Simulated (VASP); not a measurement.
# SnO (P4/nmm) in VASP: single point with LDA

Aim: the single point of SnO with LDA.

All numbers are computed with VASP 6.6.1; they aren't measurements. Logs are shortened: lines on timing, memory, paths and dates and some standing lists are left out, and cuts for length are marked.

**1. The cell of the first run**

It takes space group P4/nmm (No. 129, tetragonal). The conventional cell has a = 3.765 Å, b = 3.765 Å, c = 4.652 Å, α = 90.00°, β = 90.00°, γ = 90.00°. Sn (site symmetry 4mm) has 4 O at 2.20 Å within 2.9 Å. Within 2.9 Å of O (site symmetry -4m2) lie 4 Sn at 2.20 Å and 4 O at 2.66 Å.

**2. Single point, LDA**

Contents of INCAR:

```
SYSTEM = SnO
PREC = Accurate
ENCUT = 520
EDIFF = 1E-6
ISMEAR = -1
SIGMA = 0.1
LREAL = .FALSE.
LASPH = .TRUE.
NELM = 100
ALGO = Normal
ISIF = 2
LWAVE = .FALSE.
LCHARG = .FALSE.
GGA = CA
NBANDS = 28
```

Contents of KPOINTS:

```
regular mesh
0
G
  10 10 8
  0 0 0
```

Contents of POSCAR:

```
SnO
1.0
    3.7651715458      0.0000000000      0.0000000000
    0.0000000000      3.7651715458      0.0000000000
    0.0000000000      0.0000000000      4.6522205720
Sn O
2 2
Direct
    0.5000000000      0.0000000000      0.2462649269
    0.0000000000      0.5000000000      0.7537350731
    0.0000000000      0.0000000000      0.0000000000
    0.5000000000      0.5000000000      0.0000000000
```

Potentials or basis: VASP PAW LDA potentials, release 64 (Sn_d, O).

Run with:

```console
$ cat potpaw_LDA.64/Sn_d/POTCAR potpaw_LDA.64/O/POTCAR > POTCAR
$ mpirun -np 1 vasp_std > vasp.out
```

OUTCAR:

```text
SYSTEM = SnO
   PREC = Accurate
   ENCUT = 520
   EDIFF = 1E-6
   ISMEAR = -1
   LREAL = .FALSE.
   LASPH = .TRUE.
   NELM = 100
   ISIF = 2
   GGA = CA

 ion  position               nearest neighbor table
   1  0.500  0.000  0.246-   3 2.20   4 2.20   4 2.20   3 2.20   2 3.51   2 3.51   2 3.51   2 3.51
                             2 3.56   2 3.56   2 3.56   2 3.56
   2  0.000  0.500  0.754-   3 2.20   4 2.20   3 2.20   4 2.20   1 3.51   1 3.51   1 3.51   1 3.51
                             1 3.56   1 3.56   1 3.56   1 3.56
   3  0.000  0.000  0.000-   1 2.20   2 2.20   2 2.20   1 2.20
   4  0.500  0.500  0.000-   1 2.20   2 2.20   1 2.20   2 2.20

  LATTYP: Found a simple tetragonal cell.
 ALAT       =     3.7651715458
 C/A-ratio  =     1.2355932566

  Lattice vectors:

 A1 = (   3.7651715458,   0.0000000000,   0.0000000000)
 A2 = (   0.0000000000,   3.7651715458,   0.0000000000)
 A3 = (   0.0000000000,   0.0000000000,   4.6522205720)

Analysis of symmetry for initial positions (statically):
=====================================================================
 Subroutine PRICEL returns:
 Original cell was already a primitive cell.

 Routine SETGRP: Setting up the symmetry group for a
 simple tetragonal supercell.

 Subroutine GETGRP returns: Found 16 space group operations
 (whereof  8 operations were pure point group operations)
 out of a pool of 16 trial point group operations.

The static configuration has the point symmetry D_2d.
 The point group associated with its full space group is D_4h.

Analysis of symmetry for dynamics (positions and initial velocities):
=====================================================================
 Subroutine PRICEL returns:
 Original cell was already a primitive cell.

 Routine SETGRP: Setting up the symmetry group for a
 simple tetragonal supercell.

 Subroutine GETGRP returns: Found 16 space group operations
 (whereof  8 operations were pure point group operations)
 out of a pool of 16 trial point group operations.

The dynamic configuration has the point symmetry D_2d.
 The point group associated with its full space group is D_4h.

 Subroutine INISYM returns: Found 16 space group operations
 (whereof  8 operations are pure point group operations),
 and found     1 'primitive' translations

----------------------------------------------------------------------------------------

                                     Primitive cell

  volume of cell :      65.9523

  direct lattice vectors                    reciprocal lattice vectors
     3.765171546  0.000000000  0.000000000     0.265592148  0.000000000  0.000000000
     0.000000000  3.765171546  0.000000000     0.000000000  0.265592148  0.000000000
     0.000000000  0.000000000  4.652220572     0.000000000  0.000000000  0.214951115

  length of vectors
     3.765171546  3.765171546  4.652220572     0.265592148  0.265592148  0.214951115

  position of ions in fractional coordinates (direct lattice)
     0.500000000  0.000000000  0.246264927
     0.000000000  0.500000000  0.753735073
     0.000000000  0.000000000  0.000000000
     0.500000000  0.500000000  0.000000000

  ion indices of the primitive-cell ions
   primitive index   ion index
                 1           1
                 2           2
                 3           3
                 4           4

----------------------------------------------------------------------------------------

 KPOINTS: regular mesh

Automatic generation of k-mesh.
 Grid dimensions read from file:
 generate k-points for:   10   10    8

 Generating k-lattice:

  Cartesian coordinates                     Fractional coordinates (reciprocal lattice)
     0.026559215  0.000000000  0.000000000     0.100000000  0.000000000  0.000000000
     0.000000000  0.026559215  0.000000000     0.000000000  0.100000000  0.000000000
     0.000000000  0.000000000  0.026868889     0.000000000  0.000000000  0.125000000

  Length of vectors
     0.026559215  0.026559215  0.026868889

  Shift w.r.t. Gamma in fractional coordinates (k-lattice)
     0.000000000  0.000000000  0.000000000

 Subroutine IBZKPT returns following result:
 ===========================================

 Found    105 irreducible k-points:

 Following reciprocal coordinates:
            Coordinates               Weight
  0.000000  0.000000  0.000000      1.000000
  0.100000  0.000000  0.000000      4.000000
  0.200000  0.000000  0.000000      4.000000
  0.300000  0.000000  0.000000      4.000000
  0.400000  0.000000  0.000000      4.000000
  0.500000  0.000000  0.000000      2.000000
[... 16 lines left out ...]
  0.100000  0.000000  0.125000      8.000000
  0.200000  0.000000  0.125000      8.000000
 [... further k-points ...]
   k-points           NKPTS =    105   k-points in BZ     NKDIM =    105   number of bands    NBANDS=     28
   number of dos      NEDOS =    301   number of ions     NIONS =      4
   total plane-waves  NPLWV =  28224
   dimension x,y,z NGX =    28 NGY =   28 NGZ =   36
   dimension x,y,z NGXF=    56 NGYF=   56 NGZF=   72
   ions per type =               2   2
   NGX,Y,Z   is equivalent  to a cutoff of  12.36, 12.36, 12.86 a.u.
   NGXF,Y,Z  is equivalent  to a cutoff of  24.73, 24.73, 25.73 a.u.
 SYSTEM =  SnO
   PREC   = accura    normal or accurate (medium, high low for compatibility)
   ISTART =      0    job   : 0-new  1-cont  2-samecut
   ICHARG =      2    charge: 1-file 2-atom 10-const
   ISPIN  =      1    spin polarized calculation?
   LNONCOLLINEAR =      F non collinear calculations
   LSORBIT =      F    spin-orbit coupling
   LASPH  =      T    aspherical Exc in radial PAW
   ENCUT  =  520.0 eV  38.22 Ry    6.18 a.u.   7.00  7.00  8.65*2*pi/ulx,y,z
   NELM   =    100;   NELMIN=  2; NELMDL= -5     # of ELM steps
   EDIFF  = 0.1E-05   stopping-criterion for ELM
   LREAL  =      F    real-space projection
   EDIFFG = 0.1E-04   stopping-criterion for IOM
   NSW    =      0    number of steps for IOM
   IBRION =     -1    ionic relax: 0-MD 1-quasi-New 2-CG
   NFREE  =      0    steps in history (QN), initial steepest desc. (CG)
   ISIF   =      2    stress and relaxation
   ISYM   =      2    0-nonsym 1-usesym 2-fastsym
   POTIM  = 0.5000    time-step for ionic-motion
   TEBEG  =    0.0;   TEEND  =   0.0 temperature during run
   PSTRESS=    0.0 pullay stress
   NELECT =      40.0000    total number of electrons
   NUPDOWN=      -1.0000    fix difference up-down
   EMIN   =  10.00;   EMAX   =-10.00  energy-range for DOS
   EFERMI =   0.00;   METHOD = LEGACY
   ISMEAR =    -1;   SIGMA  =   0.10  broadening in eV -4-tet -1-fermi 0-gaus
   EFERMI_NEDOS =   21; number of points for ismear=-14 and -15
   IALGO  =     38    algorithm
   IMIX   =      4    mixing-type and parameters
     AMIX     =   0.40;   BMIX     =  1.00
     AMIX_MAG =   1.60;   BMIX_MAG =  1.00
  volume/ion in A,a.u.               =      16.49       111.27
  Fermi-wavevector in a.u.,A,eV,Ry     =   1.385750  2.618688 26.127309  1.920303
  Thomas-Fermi vector in A             =   2.510131
   LORBIT       =      0    0 simple, 1 ext, 2 COOP (PROOUT), +10 PAW based schemes
   GGA     = CA    functional components
   LHFCALC =     F    Hartree Fock is set to
   AEXX    =    0.0000 exact exchange contribution
   IVDW    =     0    specifies the selected vdW correction
   LEPSILON=     F    determine dielectric tensor
   LRPA    =     F    only Hartree local field effects (RPA)
 non-spin polarized calculation
  energy-cutoff  :      520.00
  volume of cell :       65.95
 maximum number of plane-waves:      1806
   NGX = 15   NGY = 15   NGZ = 17

 number of electron      40.0000013 magnetization

 Free energy of the ion-electron system (eV)
  ---------------------------------------------------
  ext. energy  EPLUGINS =         0.00000000
  ---------------------------------------------------
  free energy    TOTEN  =       -25.73489850 eV

  energy without entropy =      -25.72733464  energy(sigma->0) =      -25.73111657

 E-fermi :   7.7246     XC(G=0): -11.0008

 val. band max:        7.6826072352   @ k =   0.5000   0.5000   0.1250
 cond. band min:       7.8597433192   @ k =   0.4000   0.4000   0.0000
 fundamental gap:      0.1771360839
 Fermi energy:         7.7245502584

 k-point     1 :       0.0000    0.0000    0.0000
  band No.  band energies     occupation
      1     -14.4033      2.00000
      2     -13.9333      2.00000
      3     -13.9333      2.00000
      4     -13.9142      2.00000
      5     -13.8702      2.00000
      6     -13.8639      2.00000
[... 20 lines left out ...]
     27      14.2894      0.00000
     28      14.6091      0.00000

 k-point     2 :       0.1000    0.0000    0.0000
  band No.  band energies     occupation
      1     -14.3973      2.00000
      2     -13.9310      2.00000
      3     -13.9297      2.00000
      4     -13.9129      2.00000
      5     -13.8654      2.00000
      6     -13.8644      2.00000
[... 20 lines left out ...]
     27      14.4248      0.00000
     28      15.4634      0.00000

 k-point     3 :       0.2000    0.0000    0.0000
  band No.  band energies     occupation
      1     -14.3804      2.00000
      2     -13.9725      2.00000
      3     -13.9238      2.00000
      4     -13.9193      2.00000
      5     -13.8841      2.00000
      6     -13.8657      2.00000
[... 20 lines left out ...]
     27      14.6084      0.00000
     28      17.1150      0.00000

 k-point     4 :       0.3000    0.0000    0.0000
  band No.  band energies     occupation
      1     -14.3539      2.00000
      2     -14.0862      2.00000
      3     -13.9118      2.00000
      4     -13.9038      2.00000
      5     -13.8772      2.00000
      6     -13.8667      2.00000
[... 20 lines left out ...]
     27      14.9083      0.00000
     28      18.1136      0.00000

 k-point     5 :       0.4000    0.0000    0.0000
  band No.  band energies     occupation
      1     -14.3160      2.00000
      2     -14.1856      2.00000
      3     -13.8975      2.00000
      4     -13.8865      2.00000
      5     -13.8764      2.00000
      6     -13.8679      2.00000
[... 20 lines left out ...]
     27      15.3098      0.00000
     28      16.8948      0.00000

 k-point     6 :       0.5000    0.0000    0.0000
  band No.  band energies     occupation
      1     -14.2617      2.00000
      2     -14.2617      2.00000
      3     -13.8843      2.00000
      4     -13.8843      2.00000
      5     -13.8730      2.00000
      6     -13.8730      2.00000
[... 463 lines left out ...]
      5     -13.8425      2.00000
      6     -13.8425      2.00000
[... 20 lines left out ...]
     27      15.9766      0.00000
     28      15.9766      0.00000

 k-point    22 :       0.0000    0.0000    0.1250
  band No.  band energies     occupation
      1     -14.3993      2.00000
      2     -13.9285      2.00000
      3     -13.9285      2.00000
      4     -13.9182      2.00000
      5     -13.8675      2.00000
      6     -13.8612      2.00000
[... 20 lines left out ...]
     27      14.2683      0.00000
     28      14.7418      0.00000

 k-point    23 :       0.1000    0.0000    0.1250
  band No.  band energies     occupation
      1     -14.3938      2.00000
      2     -13.9303      2.00000
      3     -13.9261      2.00000
      4     -13.9142      2.00000
      5     -13.8647      2.00000
      6     -13.8611      2.00000
[... 20 lines left out ...]
     27      14.4833      0.00000
     28      15.5358      0.00000

 k-point    24 :       0.2000    0.0000    0.1250
  band No.  band energies     occupation
      1     -14.3781      2.00000
      2     -13.9841      2.00000
      3     -13.9196      2.00000
      4     -13.9137      2.00000
      5     -13.8867      2.00000
      6     -13.8607      2.00000
[... 20 lines left out ...]
     27      14.7826      0.00000
     28      17.0966      0.00000

 [... further k-points ...]
[... 5 lines left out ...]
  --------------------------------------------------------------------------------------
  -------------------------------------------------------------------------------------
  Total        0.1399842      0.1399842      0.1502767      0.0000000     -0.0000000      0.0000000
  in kB        3.4006334      3.4006334      3.6506681      0.0000000     -0.0000000      0.0000000
  external PRESSURE =       3.4839783 kB  Pullay stress =       0.0000000 kB

 VOLUME and BASIS-vectors are now :
 -----------------------------------------------------------------------------
  energy-cutoff  :      520.00
  volume of cell :       65.95
      direct lattice vectors                 reciprocal lattice vectors
     3.765171546  0.000000000  0.000000000     0.265592148  0.000000000  0.000000000
     0.000000000  3.765171546  0.000000000     0.000000000  0.265592148  0.000000000
     0.000000000  0.000000000  4.652220572     0.000000000  0.000000000  0.214951115

 POSITION                                       TOTAL-FORCE (eV/Angst)
 -----------------------------------------------------------------------------------
      1.88259      0.00000      1.14568        -0.000000      0.000000      0.116985
      0.00000      1.88259      3.50654         0.000000      0.000000     -0.116985
      0.00000      0.00000      0.00000         0.000000      0.000000     -0.000000
      1.88259      1.88259      0.00000         0.000000     -0.000000     -0.000000
 -----------------------------------------------------------------------------------
    total drift:                                0.000000      0.000000     -0.000000

  FREE ENERGIE OF THE ION-ELECTRON SYSTEM (eV)
  ---------------------------------------------------
  free  energy   TOTEN  =       -25.7348984952 eV

  energy  without entropy=      -25.7273346381  energy(sigma->0) =      -25.73111657
```

It took 4.2 min on 1 thread of AMD EPYC 7R13, shared host; peak memory 0.24 GiB.

Results:

* Free energy: -25.7349 eV
* Pressure: 0.3 GPa
* Largest force: 0.117 eV/Å
* Band gap on the k mesh: zero (band 20 reaches 7.65 eV, above the bottom of band 21 at 7.42 eV)

Forces in eV/Å, atoms in the order of the input:
```
Sn   0.000  0.000  0.117
Sn   0.000  0.000 -0.117
O    0.000  0.000  0.000
O    0.000  0.000  0.000
```

Caveat: spin-orbit coupling is left out, which moves the levels of the heavy elements.
